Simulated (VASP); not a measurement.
# MgH2 (P6/mmm) in VASP: notebook, part 2 of 2

VASP 6.6.1.

**3. Relaxation of cell and atoms, LDA, target pressure 20 GPa, at which the enthalpy is minimised**

INCAR reads:

```
SYSTEM = MgH2
PREC = Accurate
ENCUT = 600
EDIFF = 1E-6
ISMEAR = -1
SIGMA = 0.01
LREAL = .FALSE.
LASPH = .TRUE.
NELM = 100
ALGO = Normal
ISIF = 3
LWAVE = .FALSE.
LCHARG = .FALSE.
GGA = CA
IBRION = 2
NSW = 80
EDIFFG = -0.03
PSTRESS = 200.0
```

KPOINTS reads:

```
regular mesh
0
G
  9 9 7
  0 0 0
```

POSCAR reads:

```
MgH2
1.0
    3.0000000000      0.0000000000      0.0000000000
   -1.5000000000      2.5980762114      0.0000000000
    0.0000000000      0.0000000000      3.3000000000
Mg H
1 2
Direct
    0.0000000000      0.0000000000      0.0000000000
    0.3333333333      0.6666666667      0.5000000000
    0.6666666667      0.3333333333      0.5000000000
```

Potentials or basis: VASP PAW LDA potentials, release 64 (Mg, H).

Launch:

```console
> cat potpaw_LDA.64/Mg/POTCAR potpaw_LDA.64/H/POTCAR > POTCAR
> mpirun -np 1 vasp_std > vasp.out
```

OUTCAR:

```text
SYSTEM = MgH2
   PREC = Accurate
   ENCUT = 600
   EDIFF = 1E-6
   ISMEAR = -1
   LREAL = .FALSE.
   LASPH = .TRUE.
   NELM = 100
   ISIF = 3
   GGA = CA
   IBRION = 2
   NSW = 80
   EDIFFG = -0.03
   PSTRESS = 200.0

 ion  position               nearest neighbor table
   1  0.000  0.000  0.000-
   2  0.333  0.667  0.500-
   3  0.667  0.333  0.500-

  LATTYP: Found a hexagonal cell.
 ALAT       =     3.0000000000
 C/A-ratio  =     1.1000000000

  Lattice vectors:

 A1 = (   3.0000000000,   0.0000000000,   0.0000000000)
 A2 = (  -1.5000000000,   2.5980762114,   0.0000000000)
 A3 = (   0.0000000000,   0.0000000000,   3.3000000000)

Analysis of symmetry for initial positions (statically):
=====================================================================
 Subroutine PRICEL returns:
 Original cell was already a primitive cell.
[... 189 lines left out ...]
      6      14.5244      0.00000
[... 319 lines left out ...]
  energy  without entropy=       -7.6202146923  energy(sigma->0) =       -7.62036807

  enthalpy is  TOTEN    =        -5.2152049011 eV   P V=        2.4053165435

[... ionic steps 4 to 11 ...]

--------------------------------------- Ionic step       12  -------------------------------------------

 number of electron       4.0000000 magnetization

------------------------ aborting loop because EDIFF is reached ----------------------------------------
[... 73 lines left out ...]
--------------------------------------- Ionic step       14  -------------------------------------------

 number of electron       4.0000000 magnetization

 Free energy of the ion-electron system (eV)
  ---------------------------------------------------
  ext. energy  EPLUGINS =         0.00000000
  ---------------------------------------------------
  free energy    TOTEN  =        -7.64159928 eV

  energy without entropy =       -7.64136115  energy(sigma->0) =       -7.64148021

 E-fermi :   5.5958     XC(G=0): -10.7681

 val. band max:        5.2954406646   @ k =   0.2222   0.1111   0.2857
 cond. band min:       5.6067607714   @ k =   0.3333   0.2222   0.0000
 fundamental gap:      0.3113201068
 Fermi energy:         5.5957733085

 k-point     1 :       0.0000    0.0000    0.0000
  band No.  band energies     occupation
      1      -7.5326      2.00000
      2      10.3296      0.00000
      3      11.9277      0.00000
      4      14.1005      0.00000
      5      16.3841      0.00000
      6      16.3841      0.00000
[... 241 lines left out ...]
  energy  without entropy=       -7.6413611459  energy(sigma->0) =       -7.64148021

  enthalpy is  TOTEN    =        -5.2613698682 eV   P V=        2.3802294148

 reached required accuracy - stopping structural energy minimisation
```

OSZICAR:

```text
N       E                     dE             d eps       ncg     rms          rms(c)
DAV:   1    -0.281635328838E+01   -0.28164E+01   -0.18454E+03   624   0.554E+02
DAV:   2    -0.794776203308E+01   -0.51314E+01   -0.49775E+01   744   0.472E+01
DAV:   3    -0.808607514632E+01   -0.13831E+00   -0.13825E+00   744   0.856E+00
[... 79 lines left out ...]
DAV:   3    -0.763576204057E+01    0.69797E-05   -0.16793E-05   738   0.220E-02    0.204E-03
DAV:   4    -0.763576193634E+01    0.10422E-06   -0.68435E-07   330   0.619E-03
  13 F= -.52613138E+01 E0= -.52611948E+01  d E =-.597730E-03
       N       E                     dE             d eps       ncg     rms          rms(c)
DAV:   1    -0.764160019486E+01   -0.58382E-02   -0.21327E-04   768   0.152E-01    0.815E-03
DAV:   2    -0.764159928297E+01    0.91189E-06   -0.97399E-07   606   0.762E-03
  14 F= -.52613699E+01 E0= -.52612508E+01  d E =-.653793E-03
```

Wall time 24 s (1 thread of Intel Xeon Platinum 8488C (Sapphire Rapids), shared host); peak memory 0.15 GiB.

What came out:

```
Free energy                                            : -7.6416 eV
Relaxed volume                                         : 6.36 Å³/atom
Relaxed cell                                           : a = 2.845 Å, b = 2.845 Å, c = 2.721 Å, α = 90.00°, β = 90.00°, γ = 120.00°
Space group after relaxing (to 0.05 Å)                 : P6/mmm (No. 191)
Energy change on relaxing (the enthalpy is what falls) : +23.8 meV/atom
Ionic steps                                            : 14
Pressure after relaxing                                : 19.8 GPa
Band gap on the k mesh                                 : zero (band 2 reaches 10.33 eV, above the bottom of band 3 at 4.51 eV)
```

The path:
```csv
step,energy change (eV),largest force (eV/Å),pressure (GPa),volume (Å³)
1,0.0000,0.0000,-5.24,25.72
2,-0.0367,0.0000,9.34,21.00
3,0.0926,0.0000,19.29,19.27
4,0.1338,0.0000,21.81,18.92
5,0.1188,0.0000,20.91,19.04
6,0.0912,0.0000,20.12,19.11
7,0.0641,0.0000,19.13,19.18
8,0.0565,0.0000,18.36,19.29
9,0.0522,0.0000,18.48,19.25
10,0.0537,0.0000,18.78,19.22
11,0.0527,0.0000,18.74,19.22
12,0.0522,0.0000,18.71,19.23
13,0.0773,0.0000,20.15,19.02
14,0.0715,0.0000,19.83,19.07
```

Final structure:
```cif
data_structure
_symmetry_space_group_name_H-M 'P 1'
_symmetry_Int_Tables_number 1
_cell_length_a 2.8445
_cell_length_b 2.8445
_cell_length_c 2.7212
_cell_angle_alpha 90.000
_cell_angle_beta 90.000
_cell_angle_gamma 120.000
_cell_volume 19.07
loop_
_atom_site_label
_atom_site_type_symbol
_atom_site_fract_x
_atom_site_fract_y
_atom_site_fract_z
_atom_site_occupancy
Mg1 Mg 0.00000 0.00000 0.00000 1
H1 H 0.33333 0.66667 0.50000 1
H2 H 0.66667 0.33333 0.50000 1
```

Levels at points of the mesh, in eV from the Fermi level:
```csv
k point,band 1,band 2,band 3,band 4,band 5
"(0.00, 0.00, 0.00)",-13.13,4.73,6.33,8.50,10.79
```

Caveat: the cell is relaxed towards a set pressure, so the enthalpy falls and the energy may rise; the volume moved by over 15 % at a fixed basis, so the end points are rough.

**4. Relaxation of cell and atoms, LDA, target pressure 30 GPa, at which the enthalpy is minimised**

INCAR reads:

```
  PREC = Accurate
  ENCUT = 600
  EDIFF = 1E-7
  ISMEAR = -1
  SIGMA = 0.01
  LREAL = F
  LASPH = T
  NELM = 100
  ALGO = Normal
  ISIF = 3
  LWAVE = F
  LCHARG = F
  GGA = CA
  IBRION = 2
  NSW = 80
  EDIFFG = -0.03
  PSTRESS = 300.0
```

KPOINTS reads:

```
Automatic mesh
0
Gamma
  9 9 7
```

POSCAR is that of step 3.

Launch:

```console
> cat potpaw_LDA.64/Mg/POTCAR potpaw_LDA.64/H/POTCAR > POTCAR
> mpirun -np 1 vasp_std > vasp.out
```

Run time: 13 s. Hardware: 1 thread of Intel Xeon Platinum 8488C (Sapphire Rapids), shared host; peak memory 0.15 GiB.

The run converged. Its results:

| Item | Value |
| --- | --- |
| Free energy | -7.4452 eV |
| Relaxed volume | 5.93 Å³/atom |
| Relaxed cell | a = 2.776 Å, b = 2.776 Å, c = 2.667 Å, α = 90.00°, β = 90.00°, γ = 120.00° |
| Space group after relaxing (to 0.05 Å) | P6/mmm (No. 191) |
| Energy change on relaxing (the enthalpy is what falls) | +89.3 meV/atom |
| Ionic steps | 6 |
| Pressure after relaxing | 30.2 GPa |
| Band gap on the k mesh | zero (band 2 reaches 11.28 eV, above the bottom of band 3 at 5.15 eV) |

Stress tensor (GPa, compression positive):
```
30.29  0.00  0.00
 0.00 30.29  0.00
 0.00  0.00 30.13
```

Step by step:
```
step  energy change (eV)  largest force (eV/Å)  pressure (GPa)  volume (Å³)
   1              0.0000                0.0000           -5.24        25.72
   2              0.1097                0.0000           19.29        19.31
   3              0.2905                0.0000           29.56        18.01
   4              0.3340                0.0000           31.81        17.77
   5              0.2990                0.0000           31.08        17.79
   6              0.2679                0.0000           30.23        17.80
```

Final structure:
```
Mg H
1.0
     2.77609    0.00000    0.00000
    -1.38804    2.40416    0.00000
     0.00000    0.00000    2.66684
Mg H
1 2
Direct
  0.00000 0.00000 0.00000
  0.33333 0.66667 0.50000
  0.66667 0.33333 0.50000
```

Levels at points of the mesh, in eV from the Fermi level:
```csv
k point,band 1,band 2,band 3,band 4,band 5
"(0.00, 0.00, 0.00)",-13.82,5.02,6.39,8.70,11.06
```

Caveat: the cell is relaxed towards a set pressure, so the enthalpy falls and the energy may rise; the volume moved by over 15 % at a fixed basis, so the end points are rough.

**5. Overview**

```tsv
cell	gap on the mesh (eV)	pressure (GPa)
relaxed to 10 GPa	none	10.1
relaxed to 20 GPa	none	19.8
relaxed to 30 GPa	none	30.2
```

Alike in all rows: task relaxation of cell and atoms; level LDA; potentials or basis VASP PAW LDA potentials, release 64 (Mg, H); no spin polarisation; k mesh 9 × 9 × 7; cutoff (eV) 600; smearing fermi-dirac 0.01 eV.

Caveats: the cell is relaxed towards a set pressure, so the enthalpy falls and the energy may rise; the volume moved by over 15 % at a fixed basis, so the end points are rough.

Total energies depend on the potentials used, so only differences within one code and one set of settings carry meaning.
